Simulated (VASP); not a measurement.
Runs of VASP 6.6.1 on Be. The structure is that of space group Fd-3m (No. 227), or close to it. The cells are those of the table. 

```csv
spin,cell,k mesh,gap on the mesh (eV),pressure (GPa)
off,"a = 3.457 Å, angles 60.0°, 2 atoms",13 × 13 × 13,none,-1.7
"non-collinear, zero start, SOC","a = 3.412 Å, angles 60.0°, 2 atoms",11 × 11 × 11,-,0.1
off,"a = 3.544 Å, angles 60.0°, 2 atoms",13 × 13 × 13,none,(a)
off,"a = 3.412 Å, angles 60.0°, 2 atoms",12 × 12 × 12,none,0.1
off,"a = 3.412 Å, angles 60.0°, 2 atoms",13 × 13 × 13,none,0.1
```

Alike in all rows: task single point; level LDA; potentials or basis VASP PAW LDA potentials, release 64 (Be); cutoff (eV) 520; smearing fermi-dirac 0.1 eV.

Problem. Fill in the values left out.

Solution. (a) -4.4.

A gap of «none» marks levels without a gap at the run's occupations.
